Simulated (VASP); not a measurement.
A run of VASP 6.6.1 is set up as follows.

Contents of INCAR:

```
  PREC = Accurate
  ENCUT = 520
  EDIFF = 1E-6
  ISMEAR = -1
  SIGMA = 0.05
  LREAL = F
  LASPH = T
  NELM = 100
  ALGO = Normal
  ISIF = 2
  LWAVE = F
  LCHARG = T
  GGA = PS
  LELF = T
  LVHAR = T
  NBANDS = 15
```

Contents of KPOINTS:

```
regular mesh
0
Gamma
  10 10 10
```

File POSCAR:

```
BaTe
1.0
    0.0000000000      3.4100000000      3.4100000000
    3.4100000000      0.0000000000      3.4100000000
    3.4100000000      3.4100000000      0.0000000000
Ba Te
1 1
Direct
    0.0000000000      0.0000000000      0.0000000000
    0.5000000000      0.5000000000      0.5000000000
```

Potentials or basis: VASP PAW PBE potentials, release 64 (Ba_sv, Te).

The run is started by

```bash
$ cat potpaw_PBE.64/Ba_sv/POTCAR potpaw_PBE.64/Te/POTCAR > POTCAR
$ mpirun -np 1 vasp_std > vasp.out
```

Q: Estimate the band gap on the k mesh.

A: 1.24 eV (least direct gap 1.62 eV).

Q: Estimate the pressure.

A: 2.4 GPa.

Caveat: the PAW data sets were made with another functional, which shifts forces and pressure a little; spin-orbit coupling is left out, which moves the levels of the heavy elements. A k mesh can miss the band edges.
